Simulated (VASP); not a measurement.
# Ge (Fd-3m) in VASP: single point with LDA

Aim: the single point of Ge with LDA.

All numbers are computed with VASP 6.6.1; they aren't measurements. Logs are shortened: lines on timing, memory, paths and dates and some standing lists are left out, and cuts for length are marked.

## Step 1: The cell of the first run

It takes space group Fd-3m (No. 227, cubic). Conventional cell: a = 5.621 Å, b = 5.621 Å, c = 5.621 Å, α = 90.00°, β = 90.00°, γ = 90.00°. Ge (site symmetry -43m) has 4 Ge at 2.43 Å within 3.2 Å.

## Step 2: Single point, LDA

Contents of INCAR:

```
SYSTEM = Ge
ALGO = Normal ; EDIFF = 1E-6
ENCUT = 520 ; ISIF = 2
ISMEAR = 0 ; LASPH = .TRUE.
LCHARG = .FALSE. ; LREAL = .FALSE.
LWAVE = .FALSE. ; NBANDS = 21
NELM = 80 ; PREC = Accurate
SIGMA = 0.1
```

Contents of KPOINTS:

```
k-points
0
G
  14 14 14
  0 0 0
```

Contents of POSCAR:

```
Ge
1.0
    0.0000000000      2.8107123927      2.8107123927
    2.8107123927      0.0000000000      2.8107123927
    2.8107123927      2.8107123927      0.0000000000
Ge
2
Direct
    0.5000000000      0.5000000000      0.5000000000
    0.7500000000      0.7500000000      0.7500000000
```

Potentials or basis: VASP PAW LDA potentials, release 64 (Ge_d).

Run with:

```bash
cat potpaw_LDA.64/Ge_d/POTCAR > POTCAR
mpirun -np 1 vasp_std > vasp.out
```

OUTCAR:

```text
SYSTEM = Ge
   EDIFF = 1E-6
   ENCUT = 520
   ISIF = 2
   ISMEAR = 0
   LASPH = .TRUE.
   LREAL = .FALSE.
   NELM = 80
   PREC = Accurate

 ion  position               nearest neighbor table
   1  0.500  0.500  0.500-   2 2.43   2 2.43   2 2.43   2 2.43
   2  0.750  0.750  0.750-   1 2.43   1 2.43   1 2.43   1 2.43

  LATTYP: Found a face centered cubic cell.
 ALAT       =     5.6214247854

  Lattice vectors:

 A1 = (   0.0000000000,   2.8107123927,   2.8107123927)
 A2 = (   2.8107123927,   0.0000000000,   2.8107123927)
 A3 = (   2.8107123927,   2.8107123927,   0.0000000000)

Analysis of symmetry for initial positions (statically):
=====================================================================
 Subroutine PRICEL returns:
 Original cell was already a primitive cell.

 Routine SETGRP: Setting up the symmetry group for a
 face centered cubic supercell.

 Subroutine GETGRP returns: Found 48 space group operations
 (whereof 24 operations were pure point group operations)
 out of a pool of 48 trial point group operations.

The static configuration has the point symmetry T_d .
 The point group associated with its full space group is O_h .

Analysis of symmetry for dynamics (positions and initial velocities):
=====================================================================
 Subroutine PRICEL returns:
 Original cell was already a primitive cell.

 Routine SETGRP: Setting up the symmetry group for a
 face centered cubic supercell.

 Subroutine GETGRP returns: Found 48 space group operations
 (whereof 24 operations were pure point group operations)
 out of a pool of 48 trial point group operations.

The dynamic configuration has the point symmetry T_d .
 The point group associated with its full space group is O_h .

 Subroutine INISYM returns: Found 48 space group operations
 (whereof 24 operations are pure point group operations),
 and found     1 'primitive' translations

----------------------------------------------------------------------------------------

                                     Primitive cell

  volume of cell :      44.4098

  direct lattice vectors                    reciprocal lattice vectors
     0.000000000  2.810712393  2.810712393    -0.177890844  0.177890844  0.177890844
     2.810712393  0.000000000  2.810712393     0.177890844 -0.177890844  0.177890844
     2.810712393  2.810712393  0.000000000     0.177890844  0.177890844 -0.177890844

  length of vectors
     3.974947586  3.974947586  3.974947586     0.308115980  0.308115980  0.308115980

  position of ions in fractional coordinates (direct lattice)
     0.500000000  0.500000000  0.500000000
     0.750000000  0.750000000  0.750000000

  ion indices of the primitive-cell ions
   primitive index   ion index
                 1           1
                 2           2

----------------------------------------------------------------------------------------

 KPOINTS: k-points

Automatic generation of k-mesh.
 Grid dimensions read from file:
 generate k-points for:   14   14   14

 Generating k-lattice:

  Cartesian coordinates                     Fractional coordinates (reciprocal lattice)
    -0.012706489  0.012706489  0.012706489     0.071428571  0.000000000  0.000000000
     0.012706489 -0.012706489  0.012706489     0.000000000  0.071428571  0.000000000
     0.012706489  0.012706489 -0.012706489     0.000000000  0.000000000  0.071428571

  Length of vectors
     0.022008284  0.022008284  0.022008284

  Shift w.r.t. Gamma in fractional coordinates (k-lattice)
     0.000000000  0.000000000  0.000000000

 Subroutine IBZKPT returns following result:
 ===========================================

 Found    104 irreducible k-points:

 Following reciprocal coordinates:
            Coordinates               Weight
  0.000000  0.000000  0.000000      1.000000
  0.071429  0.000000  0.000000      8.000000
  0.142857  0.000000  0.000000      8.000000
  0.214286  0.000000  0.000000      8.000000
  0.285714  0.000000  0.000000      8.000000
  0.357143  0.000000  0.000000      8.000000
[... 16 lines left out ...]
  0.214286  0.142857  0.000000     24.000000
  0.285714  0.142857  0.000000     24.000000
 [... further k-points ...]
   k-points           NKPTS =    104   k-points in BZ     NKDIM =    104   number of bands    NBANDS=     21
   number of dos      NEDOS =    301   number of ions     NIONS =      2
   total plane-waves  NPLWV =  27000
   dimension x,y,z NGX =    30 NGY =   30 NGZ =   30
   dimension x,y,z NGXF=    60 NGYF=   60 NGZF=   60
   ions per type =               2
   NGX,Y,Z   is equivalent  to a cutoff of  12.55, 12.55, 12.55 a.u.
   NGXF,Y,Z  is equivalent  to a cutoff of  25.09, 25.09, 25.09 a.u.
 SYSTEM =  Ge
   PREC   = accura    normal or accurate (medium, high low for compatibility)
   ISTART =      0    job   : 0-new  1-cont  2-samecut
   ICHARG =      2    charge: 1-file 2-atom 10-const
   ISPIN  =      1    spin polarized calculation?
   LNONCOLLINEAR =      F non collinear calculations
   LSORBIT =      F    spin-orbit coupling
   LASPH  =      T    aspherical Exc in radial PAW
   ENCUT  =  520.0 eV  38.22 Ry    6.18 a.u.   7.39  7.39  7.39*2*pi/ulx,y,z
   NELM   =     80;   NELMIN=  2; NELMDL= -5     # of ELM steps
   EDIFF  = 0.1E-05   stopping-criterion for ELM
   LREAL  =      F    real-space projection
[... 7 lines left out ...]
   TEBEG  =    0.0;   TEEND  =   0.0 temperature during run
   PSTRESS=    0.0 pullay stress
   NELECT =      28.0000    total number of electrons
   NUPDOWN=      -1.0000    fix difference up-down
   EMIN   =  10.00;   EMAX   =-10.00  energy-range for DOS
   EFERMI =   0.00;   METHOD = LEGACY
   ISMEAR =     0;   SIGMA  =   0.10  broadening in eV -4-tet -1-fermi 0-gaus
   EFERMI_NEDOS =   21; number of points for ismear=-14 and -15
   IALGO  =     38    algorithm
   IMIX   =      4    mixing-type and parameters
     AMIX     =   0.40;   BMIX     =  1.00
     AMIX_MAG =   1.60;   BMIX_MAG =  1.00
  volume/ion in A,a.u.               =      22.20       149.85
  Fermi-wavevector in a.u.,A,eV,Ry     =   1.403787  2.652772 26.811871  1.970617
  Thomas-Fermi vector in A             =   2.526414
   LORBIT       =      0    0 simple, 1 ext, 2 COOP (PROOUT), +10 PAW based schemes
   GGA     = CA    functional components
   LHFCALC =     F    Hartree Fock is set to
   AEXX    =    0.0000 exact exchange contribution
   IVDW    =     0    specifies the selected vdW correction
   LEPSILON=     F    determine dielectric tensor
   LRPA    =     F    only Hartree local field effects (RPA)
 non-spin polarized calculation
 Gauss-broadening in eV      SIGMA  =   0.10
  energy-cutoff  :      520.00
  volume of cell :       44.41
 maximum number of plane-waves:      1243
 NGX is ok and might be reduce to    30
   NGX = 15   NGY = 15   NGZ = 15

 number of electron      28.0000032 magnetization

 Free energy of the ion-electron system (eV)
  ---------------------------------------------------
  ext. energy  EPLUGINS =         0.00000000
  ---------------------------------------------------
  free energy    TOTEN  =       -10.39189096 eV

  energy without entropy =      -10.39171004  energy(sigma->0) =      -10.39180050

 E-fermi :   4.9508     XC(G=0): -10.3800

 val. band max:        4.9470831825   @ k =   0.0000   0.0000   0.0000
 cond. band min:       5.0394516466   @ k =   0.5000   0.0000   0.0000
 fundamental gap:      0.0923684641
 Fermi energy:         4.9507788771

 k-point     1 :       0.0000    0.0000    0.0000
  band No.  band energies     occupation
      1     -20.0544      2.00000
      2     -20.0544      2.00000
      3     -20.0544      2.00000
      4     -20.0162      2.00000
      5     -20.0162      2.00000
      6     -19.7948      2.00000
[... 13 lines left out ...]
     20      14.5169      0.00000
     21      14.5169      0.00000

 k-point     2 :       0.0714    0.0000    0.0000
  band No.  band energies     occupation
      1     -20.0579      2.00000
      2     -20.0579      2.00000
      3     -20.0535      2.00000
      4     -20.0115      2.00000
      5     -20.0115      2.00000
      6     -19.8002      2.00000
[... 13 lines left out ...]
     20      14.0008      0.00000
     21      14.0008      0.00000

 k-point     3 :       0.1429    0.0000    0.0000
  band No.  band energies     occupation
      1     -20.0647      2.00000
      2     -20.0647      2.00000
      3     -20.0510      2.00000
      4     -20.0015      2.00000
      5     -20.0015      2.00000
      6     -19.8093      2.00000
[... 13 lines left out ...]
     20      13.4237      0.00000
     21      13.4237      0.00000

 k-point     4 :       0.2143    0.0000    0.0000
  band No.  band energies     occupation
      1     -20.0710      2.00000
      2     -20.0710      2.00000
      3     -20.0474      2.00000
      4     -19.9908      2.00000
      5     -19.9908      2.00000
      6     -19.8178      2.00000
[... 13 lines left out ...]
     20      13.2077      0.00000
     21      13.2077      0.00000

 k-point     5 :       0.2857    0.0000    0.0000
  band No.  band energies     occupation
      1     -20.0756      2.00000
      2     -20.0756      2.00000
      3     -20.0433      2.00000
      4     -19.9820      2.00000
      5     -19.9820      2.00000
      6     -19.8242      2.00000
[... 13 lines left out ...]
     20      13.4814      0.00000
     21      13.4814      0.00000
[... 382 lines left out ...]
     20      13.2478      0.00000
     21      13.8029      0.00000

 k-point    22 :       0.1429    0.1429    0.0000
  band No.  band energies     occupation
      1     -20.0632      2.00000
      2     -20.0620      2.00000
      3     -20.0620      2.00000
      4     -20.0039      2.00000
      5     -19.9853      2.00000
      6     -19.8380      2.00000
[... 13 lines left out ...]
     20      12.7564      0.00000
     21      14.8674      0.00000

 k-point    23 :       0.2143    0.1429    0.0000
  band No.  band energies     occupation
      1     -20.0718      2.00000
      2     -20.0665      2.00000
      3     -20.0569      2.00000
      4     -19.9959      2.00000
      5     -19.9726      2.00000
      6     -19.8517      2.00000
[... 13 lines left out ...]
     20      13.5460      0.00000
     21      14.7613      0.00000

 k-point    24 :       0.2857    0.1429    0.0000
  band No.  band energies     occupation
      1     -20.0805      2.00000
      2     -20.0717      2.00000
      3     -20.0485      2.00000
      4     -19.9862      2.00000
      5     -19.9614      2.00000
      6     -19.8622      2.00000
[... 13 lines left out ...]
     20      14.1662      0.00000
     21      14.7895      0.00000

 [... further k-points ...]

------------------------ aborting loop because EDIFF is reached ----------------------------------------

  FORCE on cell =-STRESS in cart. coord.  units (eV):
  Direction    XX          YY          ZZ          XY          YZ          ZX
  --------------------------------------------------------------------------------------
  -------------------------------------------------------------------------------------
  Total        0.0705130      0.0705130      0.0705130      0.0000000      0.0000000      0.0000000
  in kB        2.5439027      2.5439027      2.5439027      0.0000000      0.0000000      0.0000000
  external PRESSURE =       2.5439027 kB  Pullay stress =       0.0000000 kB

 VOLUME and BASIS-vectors are now :
 -----------------------------------------------------------------------------
  energy-cutoff  :      520.00
  volume of cell :       44.41
      direct lattice vectors                 reciprocal lattice vectors
     0.000000000  2.810712393  2.810712393    -0.177890844  0.177890844  0.177890844
     2.810712393  0.000000000  2.810712393     0.177890844 -0.177890844  0.177890844
     2.810712393  2.810712393  0.000000000     0.177890844  0.177890844 -0.177890844

 POSITION                                       TOTAL-FORCE (eV/Angst)
 -----------------------------------------------------------------------------------
      2.81071      2.81071      2.81071        -0.000000     -0.000000     -0.000000
      4.21607      4.21607      4.21607         0.000000      0.000000      0.000000
 -----------------------------------------------------------------------------------
    total drift:                                0.000000     -0.000000     -0.000000

  FREE ENERGIE OF THE ION-ELECTRON SYSTEM (eV)
  ---------------------------------------------------
  free  energy   TOTEN  =       -10.3918909552 eV

  energy  without entropy=      -10.3917100404  energy(sigma->0) =      -10.39180050
```

Run time: 2 min. Hardware: 1 thread of AMD EPYC 7R13, shared host; peak memory 0.17 GiB.

Results:

| Property | Result |
| --- | --- |
| Free energy | -10.3919 eV |
| Pressure | 0.3 GPa |

Levels at points of the mesh, in eV from the Fermi level:
```
           k point  band 10  band 11  band 12  band 13  band 14  band 15  band 16  band 17  band 18  band 19
(0.00, 0.00, 0.00)   -24.73   -12.99    -0.04    -0.04    -0.04     0.00     2.50     2.50     2.50     6.22
(0.50, 0.00, 0.00)   -24.70   -10.85    -7.76    -1.47    -1.47     0.09     3.69     3.69     6.94    10.48
(0.50, 0.50, 0.00)   -24.69    -9.03    -9.03    -3.18    -3.18     0.61     0.61     9.53     9.53    11.59
```
